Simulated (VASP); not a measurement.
# Li2O in VASP: single point with PBE+D3(BJ)

Aim: the single point of Li2O with PBE+D3(BJ).

Program: VASP 6.6.1. These are calculated values, not measurements. Logs are shortened: lines on timing, memory, paths and dates and some standing lists are left out, and cuts for length are marked.

## (1) The cell of the first run

The cell holds a slab with vacuum, 48 atoms: a = 6.399 Å, b = 9.049 Å, c = 20.799 Å, α = 90.00°, β = 90.00°, γ = 90.00°.

## (2) Single point, PBE+D3(BJ)

INCAR reads:

```
SYSTEM = Li2O
PREC     = Accurate       ! precision mode
ENCUT    = 650            ! plane-wave cutoff, eV
EDIFF    = 1E-6           ! SCF threshold, eV
ISMEAR   = 0              ! smearing method
SIGMA    = 0.05           ! smearing width, eV
LREAL    = Auto         
LASPH    = .TRUE.         ! aspherical terms in the spheres
NELM     = 120            ! most SCF steps
ALGO     = Normal         ! electronic algorithm
ISIF     = 2              ! what is computed and relaxed
LWAVE    = .FALSE.        ! write WAVECAR
LCHARG   = .FALSE.        ! write CHGCAR
LDIPOL   = .TRUE.       
IDIPOL   = 3            
DIPOL    = 0.5 0.5 0.500
GGA      = PE             ! functional
IVDW     = 12             ! dispersion correction
NBANDS   = 126            ! bands
GGA_COMPAT= .FALSE.      
NELMDL   = -8
```

KPOINTS reads:

```
Automatic mesh
0
G
  3 2 1
  0 0 0
```

POSCAR reads:

```
Li2O
1.0
    6.3987489437      0.0000000000      0.0000000000
    0.0000000000      9.0491975384      0.0000000000
    0.0000000000      0.0000000000     20.7990617078
Li O
32 16
Direct
    0.5000000000      0.3750000000      0.3846327355
    0.5000000000      0.8750000000      0.3846327355
    0.0000000000      0.3750000000      0.3846327355
    0.0000000000      0.8750000000      0.3846327355
    0.5000000000      0.6250000000      0.3846327355
    0.5000000000      0.1250000000      0.3846327355
    0.0000000000      0.6250000000      0.3846327355
    0.0000000000      0.1250000000      0.3846327355
    0.7500000000      0.6250000000      0.4615442452
    0.7500000000      0.1250000000      0.4615442452
    0.2500000000      0.6250000000      0.4615442452
    0.2500000000      0.1250000000      0.4615442452
    0.7500000000      0.8750000000      0.4615442452
    0.7500000000      0.3750000000      0.4615442452
    0.2500000000      0.8750000000      0.4615442452
    0.2500000000      0.3750000000      0.4615442452
    0.0000000000      0.8742495313      0.5395475733
    0.0000000000      0.3742495313      0.5395475733
    0.5000000000      0.8742495313      0.5395475733
    0.5000000000      0.3742495313      0.5395475733
    0.0000000000      0.1257504687      0.5395475733
    0.0000000000      0.6257504687      0.5395475733
    0.5000000000      0.1257504687      0.5395475733
    0.5000000000      0.6257504687      0.5395475733
    0.2500000000      0.1142386293      0.6162735344
    0.2500000000      0.6142386293      0.6162735344
    0.7500000000      0.1142386293      0.6162735344
    0.7500000000      0.6142386293      0.6162735344
    0.2500000000      0.3857613707      0.6162735344
    0.2500000000      0.8857613707      0.6162735344
    0.7500000000      0.3857613707      0.6162735344
    0.7500000000      0.8857613707      0.6162735344
    0.2500000000      0.2500000000      0.3846327355
    0.2500000000      0.7500000000      0.3846327355
    0.7500000000      0.2500000000      0.3846327355
    0.7500000000      0.7500000000      0.3846327355
    0.5000000000      0.5000000000      0.4615442452
    0.5000000000      0.0000000000      0.4615442452
    0.0000000000      0.5000000000      0.4615442452
    0.0000000000      0.0000000000      0.4615442452
    0.7500000000      0.7500000000      0.5422552856
    0.7500000000      0.2500000000      0.5422552856
    0.2500000000      0.7500000000      0.5422552856
    0.2500000000      0.2500000000      0.5422552856
    0.0000000000      0.0000000000      0.6134021529
    0.0000000000      0.5000000000      0.6134021529
    0.5000000000      0.0000000000      0.6134021529
    0.5000000000      0.5000000000      0.6134021529
```

Potentials or basis: VASP PAW PBE potentials, release 64 (Li_sv, O).

The run is started by

```bash
cat potpaw_PBE.64/Li_sv/POTCAR potpaw_PBE.64/O/POTCAR > POTCAR
mpirun -np 1 vasp_std > vasp.out
```

OUTCAR:

```text
SYSTEM = Li2O
   PREC = Accurate
   ENCUT = 650
   EDIFF = 1E-6
   ISMEAR = 0
   LREAL = Auto
   LASPH = .TRUE.
   NELM = 120
   ISIF = 2
   GGA = PE
   IVDW = 12
   NELMDL = -8
 IVDW          = 12

 ion  position               nearest neighbor table
   1  0.500  0.375  0.385-  33 1.96  35 1.96  37 1.96   6 2.26   5 2.26  16 2.26  14 2.26
   2  0.500  0.875  0.385-  34 1.96  36 1.96  38 1.96   6 2.26   5 2.26  15 2.26  13 2.26
   3  0.000  0.375  0.385-  33 1.96  35 1.96  39 1.96   8 2.26   7 2.26  16 2.26  14 2.26
   4  0.000  0.875  0.385-  34 1.96  36 1.96  40 1.96   8 2.26   7 2.26  15 2.26  13 2.26
   5  0.500  0.625  0.385-  34 1.96  36 1.96  37 1.96   2 2.26   1 2.26  11 2.26   9 2.26
   6  0.500  0.125  0.385-  33 1.96  35 1.96  38 1.96   2 2.26   1 2.26  12 2.26  10 2.26
   7  0.000  0.625  0.385-  34 1.96  36 1.96  39 1.96   4 2.26   3 2.26  11 2.26   9 2.26
   8  0.000  0.125  0.385-  33 1.96  35 1.96  40 1.96   4 2.26   3 2.26  12 2.26  10 2.26
   9  0.750  0.625  0.462-  37 1.96  39 1.96  36 1.96  41 2.02  13 2.26  14 2.26   5 2.26   7 2.26
                            22 2.28  24 2.28
  10  0.750  0.125  0.462-  38 1.96  40 1.96  35 1.96  42 2.02  13 2.26  14 2.26   6 2.26   8 2.26
                            21 2.28  23 2.28
  11  0.250  0.625  0.462-  37 1.96  39 1.96  34 1.96  43 2.02  15 2.26  16 2.26   5 2.26   7 2.26
                            22 2.28  24 2.28
  12  0.250  0.125  0.462-  38 1.96  40 1.96  33 1.96  44 2.02  15 2.26  16 2.26   6 2.26   8 2.26
                            21 2.28  23 2.28
  13  0.750  0.875  0.462-  38 1.96  40 1.96  36 1.96  41 2.02   9 2.26  10 2.26   2 2.26   4 2.26
[... 63 lines left out ...]
 A1 = (   6.3987489437,   0.0000000000,   0.0000000000)
 A2 = (   0.0000000000,   9.0491975384,   0.0000000000)
 A3 = (   0.0000000000,   0.0000000000,  20.7990617078)

Analysis of symmetry for initial positions (statically):
=====================================================================
 Subroutine PRICEL returns following result:

  LATTYP: Found a simple orthorhombic cell.
 ALAT       =     3.1993744719
 B/A-ratio  =     1.4142135624
 C/A-ratio  =     6.5009775788

  Lattice vectors:

 A1 = (   3.1993744719,   0.0000000000,   0.0000000000)
 A2 = (   0.0000000000,   4.5245987692,   0.0000000000)
 A3 = (   0.0000000000,   0.0000000000,  20.7990617078)

   4 primitive cells build up your supercell.

 Routine SETGRP: Setting up the symmetry group for a
 simple orthorhombic supercell.

 Subroutine GETGRP returns: Found  4 space group operations
 (whereof  4 operations were pure point group operations)
 out of a pool of  8 trial point group operations.

The static configuration has the point symmetry C_2v.

Analysis of symmetry for dynamics (positions and initial velocities):
=====================================================================
 Subroutine PRICEL returns following result:

  LATTYP: Found a simple orthorhombic cell.
 ALAT       =     3.1993744719
 B/A-ratio  =     1.4142135624
 C/A-ratio  =     6.5009775788

  Lattice vectors:

 A1 = (   3.1993744719,   0.0000000000,   0.0000000000)
 A2 = (   0.0000000000,   4.5245987692,   0.0000000000)
 A3 = (   0.0000000000,   0.0000000000,  20.7990617078)

   4 primitive cells build up your supercell.

 Routine SETGRP: Setting up the symmetry group for a
 simple orthorhombic supercell.

 Subroutine GETGRP returns: Found  4 space group operations
 (whereof  4 operations were pure point group operations)
 out of a pool of  8 trial point group operations.

The dynamic configuration has the point symmetry C_2v.

 Subroutine INISYM returns: Found  4 space group operations
 (whereof  4 operations are pure point group operations),
 and found     4 'primitive' translations

----------------------------------------------------------------------------------------

                                     Primitive cell

  volume of cell :     301.0848

  direct lattice vectors                    reciprocal lattice vectors
     3.199374472  0.000000000  0.000000000     0.312561099  0.000000000  0.000000000
     0.000000000  4.524598769  0.000000000     0.000000000  0.221014072  0.000000000
[... 46 lines left out ...]
     0.000000000  0.055253518  0.000000000     0.000000000  0.500000000  0.000000000
     0.000000000  0.000000000  0.048079092     0.000000000  0.000000000  1.000000000

  Length of vectors
     0.052093516  0.055253518  0.048079092

  Shift w.r.t. Gamma in fractional coordinates (k-lattice)
     0.000000000  0.000000000  0.000000000

 Subroutine IBZKPT returns following result:
 ===========================================

 Found      4 irreducible k-points:

 Following reciprocal coordinates:
            Coordinates               Weight
  0.000000  0.000000  0.000000      1.000000
  0.333333  0.000000  0.000000      2.000000
  0.000000  0.500000  0.000000      1.000000
  0.333333  0.500000  0.000000      2.000000
   k-points           NKPTS =      4   k-points in BZ     NKDIM =      4   number of bands    NBANDS=    126
   number of dos      NEDOS =    301   number of ions     NIONS =     48
   total plane-waves  NPLWV = 777600
   dimension x,y,z NGX =    54 NGY =   80 NGZ =  180
   dimension x,y,z NGXF=   108 NGYF=  160 NGZF=  360
   ions per type =              32  16
   NGX,Y,Z   is equivalent  to a cutoff of  14.03, 14.70, 14.39 a.u.
   NGXF,Y,Z  is equivalent  to a cutoff of  28.06, 29.39, 28.77 a.u.
 SYSTEM =  Li2O
   PREC   = accura    normal or accurate (medium, high low for compatibility)
   ISTART =      0    job   : 0-new  1-cont  2-samecut
   ICHARG =      2    charge: 1-file 2-atom 10-const
   ISPIN  =      1    spin polarized calculation?
   LNONCOLLINEAR =      F non collinear calculations
   LSORBIT =      F    spin-orbit coupling
   LASPH  =      T    aspherical Exc in radial PAW
   ENCUT  =  650.0 eV  47.77 Ry    6.91 a.u.  13.30 18.81 43.24*2*pi/ulx,y,z
   NELM   =    120;   NELMIN=  2; NELMDL= -8     # of ELM steps
   EDIFF  = 0.1E-05   stopping-criterion for ELM
   LREAL  =      T    real-space projection
   EDIFFG = 0.1E-04   stopping-criterion for IOM
   NSW    =      0    number of steps for IOM
   IBRION =     -1    ionic relax: 0-MD 1-quasi-New 2-CG
   NFREE  =      0    steps in history (QN), initial steepest desc. (CG)
   ISIF   =      2    stress and relaxation
   ISYM   =      2    0-nonsym 1-usesym 2-fastsym
   POTIM  = 0.5000    time-step for ionic-motion
   TEBEG  =    0.0;   TEEND  =   0.0 temperature during run
   PSTRESS=    0.0 pullay stress
   NELECT =     192.0000    total number of electrons
   NUPDOWN=      -1.0000    fix difference up-down
   EMIN   =  10.00;   EMAX   =-10.00  energy-range for DOS
   EFERMI =   0.00;   METHOD = LEGACY
   ISMEAR =     0;   SIGMA  =   0.05  broadening in eV -4-tet -1-fermi 0-gaus
   EFERMI_NEDOS =   21; number of points for ismear=-14 and -15
   IALGO  =     38    algorithm
   IMIX   =      4    mixing-type and parameters
     AMIX     =   0.40;   BMIX     =  1.00
     AMIX_MAG =   1.60;   BMIX_MAG =  1.00
  volume/ion in A,a.u.               =      25.09       169.32
  Fermi-wavevector in a.u.,A,eV,Ry     =   0.887685  1.677482 10.721185  0.787985
  Thomas-Fermi vector in A             =   2.009016
   LORBIT       =      0    0 simple, 1 ext, 2 COOP (PROOUT), +10 PAW based schemes
   GGA     = PE    functional components
   LHFCALC =     F    Hartree Fock is set to
   AEXX    =    0.0000 exact exchange contribution
   IVDW    =    12    specifies the selected vdW correction
   LEPSILON=     F    determine dielectric tensor
   LRPA    =     F    only Hartree local field effects (RPA)
 non-spin polarized calculation
 Gauss-broadening in eV      SIGMA  =   0.05
  energy-cutoff  :      650.00
  volume of cell :     1204.34
 maximum number of plane-waves:     45390
 NGX is ok and might be reduce to    54
   NGX = 27   NGY = 37   NGZ = 87

 dipolmoment           0.000000      0.000000      0.017403 electrons x Angstroem

 number of electron     191.9999986 magnetization

 dipolmoment           0.000000      0.000000     -0.053637 electrons x Angstroem

 Free energy of the ion-electron system (eV)
  ---------------------------------------------------
  ext. energy  EPLUGINS =         0.00000000
  ---------------------------------------------------
  free energy    TOTEN  =      -222.07024036 eV

  energy without entropy =     -222.07024036  energy(sigma->0) =     -222.07024036

 E-fermi :  -2.5169     XC(G=0):  -3.8187

 val. band max:       -2.8105281365   @ k =   0.0000   0.0000   0.0000
 cond. band min:       0.5388664733   @ k =   0.0000   0.0000   0.0000
 fundamental gap:      3.3493946099
 Fermi energy:        -2.5168857257

 k-point     1 :       0.0000    0.0000    0.0000
  band No.  band energies     occupation
      1     -46.4137      2.00000
      2     -46.3993      2.00000
      3     -46.3498      2.00000
      4     -46.3471      2.00000
      5     -46.3384      2.00000
      6     -46.3345      2.00000
[... 433 lines left out ...]
    107       3.1806      0.00000
    108       3.1806      0.00000
 [bands above 108 left out]

------------------------ aborting loop because EDIFF is reached ----------------------------------------

 vacuum level on the upper side and lower side of the slab       (xc-potential included)        -0.162        -0.021

 Edisp (eV)   -9.07535

 E8    (eV) :    -3.6973

  FORCE on cell =-STRESS in cart. coord.  units (eV):
  Direction    XX          YY          ZZ          XY          YZ          ZX
  --------------------------------------------------------------------------------------
  -------------------------------------------------------------------------------------
  Total     -14.26583     4.31924    -2.98233     0.00000     0.00000     0.00000
  in kB     -18.97837     5.74604    -3.96751     0.00000     0.00000     0.00000
  external pressure =       -5.73 kB  Pullay stress =        0.00 kB

 VOLUME and BASIS-vectors are now :
 -----------------------------------------------------------------------------
  energy-cutoff  :      650.00
  volume of cell :     1204.34
      direct lattice vectors                 reciprocal lattice vectors
     6.398748944  0.000000000  0.000000000     0.156280549  0.000000000  0.000000000
     0.000000000  9.049197538  0.000000000     0.000000000  0.110507036  0.000000000
     0.000000000  0.000000000 20.799061708     0.000000000  0.000000000  0.048079092

 POSITION                                       TOTAL-FORCE (eV/Angst)
 -----------------------------------------------------------------------------------
      3.19937      3.39345      8.00000         0.000000     -1.047085     -0.138773
      3.19937      7.91805      8.00000         0.000000     -1.047085     -0.138773
      0.00000      3.39345      8.00000         0.000000     -1.047085     -0.138773
      0.00000      7.91805      8.00000        -0.000000     -1.047085     -0.138773
      3.19937      5.65575      8.00000         0.000000      1.047085     -0.138773
      3.19937      1.13115      8.00000        -0.000000      1.047085     -0.138773
[... 40 lines left out ...]
      3.19937      0.00000     12.75819         0.000000      0.000000      0.010497
      3.19937      4.52460     12.75819         0.000000      0.000000      0.010497
 -----------------------------------------------------------------------------------
    total drift:                                0.000000      0.000000      0.019992

  FREE ENERGIE OF THE ION-ELECTRON SYSTEM (eV)
  ---------------------------------------------------
  free  energy   TOTEN  =      -231.1455916850 eV

  energy  without entropy=     -231.1455916850  energy(sigma->0) =     -231.14559169

 vacuum level on the upper side and lower side of the slab         2.058         2.164
```

Run time: 60 min. Hardware: 1 thread of Oxide Virtual Turin-like, shared host; peak memory 1.6 GiB.

What came out:

```
Free energy                : -231.1456 eV
Largest force              : 1.056 eV/Å
Band gap on the k mesh     : 3.35 eV
Dispersion energy per atom : -0.189 eV
```

Forces in eV/Å, atoms in the order of the input:
```
Li   0.000 -1.047 -0.139
Li   0.000 -1.047 -0.139
Li   0.000 -1.047 -0.139
Li   0.000 -1.047 -0.139
Li   0.000  1.047 -0.139
Li   0.000  1.047 -0.139
Li   0.000  1.047 -0.139
Li   0.000  1.047 -0.139
Li   0.000  0.115  0.136
Li   0.000  0.115  0.136
Li   0.000  0.115  0.136
Li   0.000  0.115  0.136
Li   0.000 -0.115  0.136
Li   0.000 -0.115  0.136
Li   0.000 -0.115  0.136
Li   0.000 -0.115  0.136
Li   0.000 -0.007 -0.012
Li   0.000 -0.007 -0.012
Li   0.000 -0.007 -0.012
Li   0.000 -0.007 -0.012
Li   0.000  0.007 -0.012
Li   0.000  0.007 -0.012
Li   0.000  0.007 -0.012
Li   0.000  0.007 -0.012
Li   0.000  0.021  0.024
Li   0.000  0.021  0.024
Li   0.000  0.021  0.024
Li   0.000  0.021  0.024
Li   0.000 -0.021  0.024
Li   0.000 -0.021  0.024
Li   0.000 -0.021  0.024
Li   0.000 -0.021  0.024
O    0.000  0.000  0.527
O    0.000  0.000  0.527
O    0.000  0.000  0.527
O    0.000  0.000  0.527
O    0.000  0.000 -0.519
O    0.000  0.000 -0.519
O    0.000  0.000 -0.519
O    0.000  0.000 -0.519
O    0.000  0.000 -0.037
O    0.000  0.000 -0.037
O    0.000  0.000 -0.037
O    0.000  0.000 -0.037
O    0.000  0.000  0.010
O    0.000  0.000  0.010
O    0.000  0.000  0.010
O    0.000  0.000  0.010
```

Levels at points of the mesh, in eV from the valence-band top:
| k point | band 92 | band 93 | band 94 | band 95 | band 96 | band 97 | band 98 | band 99 | band 100 | band 101 |
| --- | --- | --- | --- | --- | --- | --- | --- | --- | --- | --- |
| (0.00, 0.00, 0.00) | -0.14 | -0.14 | -0.09 | -0.06 | 0.00 | 3.35 | 3.56 | 4.29 | 4.44 | 4.98 |
| (0.00, 0.50, 0.00) | -0.16 | -0.11 | -0.11 | -0.08 | -0.08 | 3.76 | 3.76 | 3.89 | 3.89 | 5.42 |
